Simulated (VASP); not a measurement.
# B3As4 (P3m1) in VASP: single point with PBE

Aim: the single point of B3As4 with PBE.

Program: VASP 6.6.1. These are calculated values, not measurements. Logs are shortened: lines on timing, memory, paths and dates and some standing lists are left out, and cuts for length are marked.

### Step 1. The cell of the first run

Symmetry: P3m1, No. 156, trigonal system. Conventional cell: a = 5.227 Å, b = 5.227 Å, c = 5.551 Å, α = 90.00°, β = 90.00°, γ = 120.00°. B (site symmetry m) has 2 B at 1.83 Å and 3 As at 2.18 Å within 2.4 Å. As (site symmetry m) has 2 B at 2.18 Å and 4 As at 2.61 to 2.62 Å within 2.9 Å. Within 2.9 Å of As (site symmetry 3m) lie 3 B at 2.18 Å.

### Step 2. Single point, PBE

The input, POSCAR:

```
B3As4
1.0
    5.2272413729      0.0000000000      0.0000000000
   -2.6136206864      4.5269238207      0.0000000000
    0.0000000000      0.0000000000      5.5511004816
B As
3 4
Direct
    0.2165871717      0.7834128283      0.7451087601
    0.2165871717      0.4331743433      0.7451087601
    0.5668256567      0.7834128283      0.7451087601
    0.4998649863      0.5001350137      0.4361470199
    0.4998649863     -0.0002700274      0.4361470199
    1.0002700274      0.5001350137      0.4361470199
    0.0000000000      0.0000000000      0.9177766901
```

The input, INCAR.step1:

```
PREC = Accurate ; ENCUT = 420
EDIFF = 1E-6 ; ISMEAR = 0
SIGMA = 0.1 ; LREAL = False
LASPH = True ; NELM = 120
ALGO = Normal ; ISIF = 2
LWAVE = False ; LCHARG = True
GGA = PE ; NBANDS = 44
GGA_COMPAT = False ; NEDOS = 2001
LORBIT = 11
```

The input, KPOINTS.step1:

```
Automatic mesh
0
Gamma
  6 6 6
```

The input, INCAR.step2:

```
PREC = Accurate ; ENCUT = 420
EDIFF = 1E-6 ; ISMEAR = -5
SIGMA = 0.1 ; LREAL = False
LASPH = True ; NELM = 120
ALGO = Normal ; ISIF = 2
LWAVE = False ; LCHARG = False
GGA = PE ; LORBIT = 10
NBANDS = 44 ; NEDOS = 2001
ICHARG = 11 ; GGA_COMPAT = False
```

The input, KPOINTS.step2:

```
Automatic mesh
0
Gamma
  9 9 9
```

Potentials or basis: VASP PAW PBE potentials, release 64 (B, As_d).

Launch:

```console
cat potpaw_PBE.64/B/POTCAR potpaw_PBE.64/As_d/POTCAR > POTCAR
cp INCAR.step1 INCAR
cp KPOINTS.step1 KPOINTS
mpirun -np 1 vasp_std > vasp.out
cp INCAR.step2 INCAR
cp KPOINTS.step2 KPOINTS
mpirun -np 1 vasp_std > vasp.out
```

OUTCAR:

```text
PREC = Accurate
   ENCUT = 420
   EDIFF = 1E-6
   ISMEAR = -5
   LREAL = False
   LASPH = True
   NELM = 120
   ISIF = 2
   GGA = PE
   LORBIT = 10
   ICHARG = 11

 ion  position               nearest neighbor table
   1  0.217  0.783  0.745-   3 1.83   2 1.83   5 2.18   6 2.18   7 2.18
   2  0.217  0.433  0.745-   1 1.83   3 1.83   4 2.18   6 2.18   7 2.18
   3  0.567  0.783  0.745-   1 1.83   2 1.83   4 2.18   5 2.18   7 2.18
   4  0.500  0.500  0.436-   2 2.18   3 2.18   6 2.61   5 2.61   6 2.62   5 2.62
   5  0.500  1.000  0.436-   1 2.18   3 2.18   4 2.61   6 2.61   4 2.62   6 2.62
   6  0.000  0.500  0.436-   1 2.18   2 2.18   4 2.61   5 2.61   4 2.62   5 2.62
   7  0.000  0.000  0.918-   3 2.18   2 2.18   1 2.18

  LATTYP: Found a hexagonal cell.
 ALAT       =     5.2272413729
 C/A-ratio  =     1.0619560272

  Lattice vectors:

 A1 = (   5.2272413729,   0.0000000000,   0.0000000000)
 A2 = (  -2.6136206864,   4.5269238207,   0.0000000000)
 A3 = (   0.0000000000,   0.0000000000,   5.5511004816)

Analysis of symmetry for initial positions (statically):
=====================================================================
 Subroutine PRICEL returns:
 Original cell was already a primitive cell.

 Routine SETGRP: Setting up the symmetry group for a
 hexagonal supercell.

 Subroutine GETGRP returns: Found  6 space group operations
 (whereof  6 operations were pure point group operations)
 out of a pool of 24 trial point group operations.

The static configuration has the point symmetry C_3v.

Analysis of symmetry for dynamics (positions and initial velocities):
=====================================================================
 Subroutine PRICEL returns:
 Original cell was already a primitive cell.

 Routine SETGRP: Setting up the symmetry group for a
 hexagonal supercell.

 Subroutine GETGRP returns: Found  6 space group operations
 (whereof  6 operations were pure point group operations)
 out of a pool of 24 trial point group operations.

The dynamic configuration has the point symmetry C_3v.

 Subroutine INISYM returns: Found  6 space group operations
 (whereof  6 operations are pure point group operations),
 and found     1 'primitive' translations

----------------------------------------------------------------------------------------

                                     Primitive cell

  volume of cell :     131.3575

  direct lattice vectors                    reciprocal lattice vectors
     5.227241373  0.000000000  0.000000000     0.191305495  0.110450279  0.000000000
    -2.613620686  4.526923821  0.000000000     0.000000000  0.220900558  0.000000000
     0.000000000  0.000000000  5.551100482     0.000000000  0.000000000  0.180144460

  length of vectors
     5.227241373  5.227241373  5.551100482     0.220900558  0.220900558  0.180144460

  position of ions in fractional coordinates (direct lattice)
     0.216587172  0.783412828  0.745108760
     0.216587172  0.433174343  0.745108760
     0.566825657  0.783412828  0.745108760
     0.499864986  0.500135014  0.436147020
     0.499864986  0.999729973  0.436147020
     0.000270027  0.500135014  0.436147020
     0.000000000  0.000000000  0.917776690

  ion indices of the primitive-cell ions
   primitive index   ion index
                 1           1
                 2           2
                 3           3
                 4           4
                 5           5
                 6           6
                 7           7

----------------------------------------------------------------------------------------

 KPOINTS: Automatic mesh

Automatic generation of k-mesh.
 Grid dimensions read from file:
 generate k-points for:    9    9    9

 Generating k-lattice:

  Cartesian coordinates                     Fractional coordinates (reciprocal lattice)
     0.021256166  0.012272253  0.000000000     0.111111111  0.000000000  0.000000000
     0.000000000  0.024544506  0.000000000     0.000000000  0.111111111  0.000000000
     0.000000000  0.000000000  0.020016051     0.000000000  0.000000000  0.111111111

  Length of vectors
     0.024544506  0.024544506  0.020016051

  Shift w.r.t. Gamma in fractional coordinates (k-lattice)
     0.000000000  0.000000000  0.000000000

 TETIRR: Found   1023 inequivalent tetrahedra from     4374

 Subroutine IBZKPT returns following result:
 ===========================================

 Found     88 irreducible k-points:

 Following reciprocal coordinates:
            Coordinates               Weight
  0.000000  0.000000  0.000000      1.000000
  0.111111  0.000000  0.000000      6.000000
  0.222222  0.000000  0.000000      6.000000
  0.333333  0.000000  0.000000      6.000000
  0.444444  0.000000  0.000000      6.000000
  0.111111  0.111111  0.000000      6.000000
[... 16 lines left out ...]
  0.222222  0.111111  0.111111     12.000000
 -0.111111  0.333333  0.111111     12.000000
 [... further k-points ...]
   k-points           NKPTS =     88   k-points in BZ     NKDIM =     88   number of bands    NBANDS=     44
   number of dos      NEDOS =   2001   number of ions     NIONS =      7
   total plane-waves  NPLWV =  51840
   dimension x,y,z NGX =    36 NGY =   36 NGZ =   40
   dimension x,y,z NGXF=    72 NGYF=   72 NGZF=   80
   ions per type =               3   4
   NGX,Y,Z   is equivalent  to a cutoff of  11.45, 11.45, 11.98 a.u.
   NGXF,Y,Z  is equivalent  to a cutoff of  22.90, 22.90, 23.96 a.u.
 SYSTEM =  unknown system
   PREC   = accura    normal or accurate (medium, high low for compatibility)
   ISTART =      0    job   : 0-new  1-cont  2-samecut
   ICHARG =     11    charge: 1-file 2-atom 10-const
   ISPIN  =      1    spin polarized calculation?
   LNONCOLLINEAR =      F non collinear calculations
   LSORBIT =      F    spin-orbit coupling
   LASPH  =      T    aspherical Exc in radial PAW
   ENCUT  =  420.0 eV  30.87 Ry    5.56 a.u.   8.73  8.73  9.28*2*pi/ulx,y,z
   NELM   =    120;   NELMIN=  2; NELMDL=  0     # of ELM steps
   EDIFF  = 0.1E-05   stopping-criterion for ELM
   LREAL  =      F    real-space projection
   EDIFFG = 0.1E-04   stopping-criterion for IOM
   NSW    =      0    number of steps for IOM
   IBRION =     -1    ionic relax: 0-MD 1-quasi-New 2-CG
   NFREE  =      0    steps in history (QN), initial steepest desc. (CG)
   ISIF   =      2    stress and relaxation
   ISYM   =      2    0-nonsym 1-usesym 2-fastsym
   POTIM  = 0.5000    time-step for ionic-motion
   TEBEG  =    0.0;   TEEND  =   0.0 temperature during run
   PSTRESS=    0.0 pullay stress
   NELECT =      69.0000    total number of electrons
   NUPDOWN=      -1.0000    fix difference up-down
   EMIN   =  10.00;   EMAX   =-10.00  energy-range for DOS
   EFERMI =   0.00;   METHOD = LEGACY
   ISMEAR =    -5;   SIGMA  =   0.10  broadening in eV -4-tet -1-fermi 0-gaus
   EFERMI_NEDOS =   21; number of points for ismear=-14 and -15
   IALGO  =     38    algorithm
   IMIX   =      4    mixing-type and parameters
     AMIX     =   0.40;   BMIX     =  1.00
     AMIX_MAG =   1.60;   BMIX_MAG =  1.00
  volume/ion in A,a.u.               =      18.77       126.63
  Fermi-wavevector in a.u.,A,eV,Ry     =   1.320909  2.496156 23.739455  1.744801
  Thomas-Fermi vector in A             =   2.450701
   LORBIT       =     10    0 simple, 1 ext, 2 COOP (PROOUT), +10 PAW based schemes
   GGA     = PE    functional components
   LHFCALC =     F    Hartree Fock is set to
   AEXX    =    0.0000 exact exchange contribution
   IVDW    =     0    specifies the selected vdW correction
   LEPSILON=     F    determine dielectric tensor
   LRPA    =     F    only Hartree local field effects (RPA)
 non-spin polarized calculation
 Fermi weights with tetrahedron method with Bloechl corrections
  energy-cutoff  :      420.00
  volume of cell :      131.36
 maximum number of plane-waves:      2598
 NGX is ok and might be reduce to    36

 number of electron      68.9999951 magnetization

 Free energy of the ion-electron system (eV)
  ---------------------------------------------------
  ext. energy  EPLUGINS =         0.00000000
  ---------------------------------------------------
  free energy    TOTEN  =       -35.38615082 eV

  energy without entropy =      -35.38615082  energy(sigma->0) =      -35.38615082

 E-fermi :   2.7887     XC(G=0):  -9.6162

 val. band max:        2.7762411942   @ k =   0.2222   0.2222   0.0000
 cond. band min:       2.7067362469   @ k =   0.4444   0.0000   0.4444
 fundamental gap:     -0.0695049473
 Fermi energy:         2.7886718178

 k-point     1 :       0.0000    0.0000    0.0000
  band No.  band energies     occupation
      1     -33.5058      2.00000
      2     -33.4796      2.00000
      3     -33.4796      2.00000
      4     -33.4407      2.00000
      5     -33.3954      2.00000
      6     -33.3954      2.00000
[... 36 lines left out ...]
     43       8.8680      0.00000
     44       8.8684      0.00000

 k-point     2 :       0.1111    0.0000    0.0000
  band No.  band energies     occupation
      1     -33.5027      2.00000
      2     -33.4787      2.00000
      3     -33.4754      2.00000
      4     -33.4394      2.00000
      5     -33.3961      2.00000
      6     -33.3948      2.00000
[... 1026 lines left out ...]
 k-point    24 :      -0.1111    0.3333    0.1111
  band No.  band energies     occupation
      1     -33.4883      2.00000
      2     -33.4719      2.00000
      3     -33.4505      2.00000
      4     -33.4319      2.00000
      5     -33.4006      2.00000
      6     -33.3960      2.00000
[... 36 lines left out ...]
     43       7.9633      0.00000
     44       8.4855      0.00000

 [... further k-points ...]

------------------------ aborting loop because EDIFF is reached ----------------------------------------

  FORCE on cell =-STRESS in cart. coord.  units (eV):
  Direction    XX          YY          ZZ          XY          YZ          ZX
  --------------------------------------------------------------------------------------
  -------------------------------------------------------------------------------------
  Total       -0.8539428     -0.8539428     -1.3413765     -0.0000000     -0.0000000      0.0000000
  in kB      -10.4156059    -10.4156059    -16.3608718     -0.0000000     -0.0000000      0.0000000
  external PRESSURE =     -12.3973612 kB  Pullay stress =       0.0000000 kB

 VOLUME and BASIS-vectors are now :
 -----------------------------------------------------------------------------
  energy-cutoff  :      420.00
  volume of cell :      131.36
      direct lattice vectors                 reciprocal lattice vectors
     5.227241373  0.000000000  0.000000000     0.191305495  0.110450279  0.000000000
    -2.613620686  4.526923821  0.000000000     0.000000000  0.220900558  0.000000000
     0.000000000  0.000000000  5.551100482     0.000000000  0.000000000  0.180144460

 POSITION                                       TOTAL-FORCE (eV/Angst)
 -----------------------------------------------------------------------------------
     -0.91539      3.54645      4.13617         0.030065     -0.017358     -0.039891
      0.00000      1.96095      4.13617         0.000000      0.034717     -0.039891
      0.91539      3.54645      4.13617        -0.030065     -0.017358     -0.039891
      1.30575      2.26407      2.42110        -0.034940      0.020173      0.056210
      0.00000      4.52570      2.42110        -0.000000     -0.040345      0.056210
     -1.30575      2.26407      2.42110         0.034940      0.020173      0.056210
      0.00000      0.00000      5.09467        -0.000000     -0.000000     -0.048957
 -----------------------------------------------------------------------------------
    total drift:                               -0.000001     -0.000001      0.004101

  FREE ENERGIE OF THE ION-ELECTRON SYSTEM (eV)
  ---------------------------------------------------
  free  energy   TOTEN  =       -35.3861508240 eV

  energy  without entropy=      -35.3861508240  energy(sigma->0) =      -35.38615082

 total charge

# of ion       s       p       d       tot
------------------------------------------
    1        0.671   1.082   0.000   1.753
    2        0.671   1.082   0.000   1.753
    3        0.671   1.082   0.000   1.753
    4        1.543   1.919  10.133  13.596
    5        1.543   1.919  10.133  13.596
    6        1.543   1.919  10.133  13.596
    7        1.460   2.011  10.065  13.536
--------------------------------------------------
tot          8.101  11.015  40.466  59.581
```

Run time: 6.6 min. Hardware: 1 thread of Intel Xeon Platinum 8259CL at 2.50GHz (Skylake/Cascade Lake), shared host; peak memory 0.4 GiB.

Results:

* Valence electrons inside the program's atomic spheres: B 1.75; As 13.60, 13.54 (each value once)

Caveat: this functional lacks dispersion, which binds layers or chains, so the pressure and a relaxed spacing across them are unreliable; an odd number of electrons without spin polarisation forces a metal; a magnetic or distorted state may lie lower.
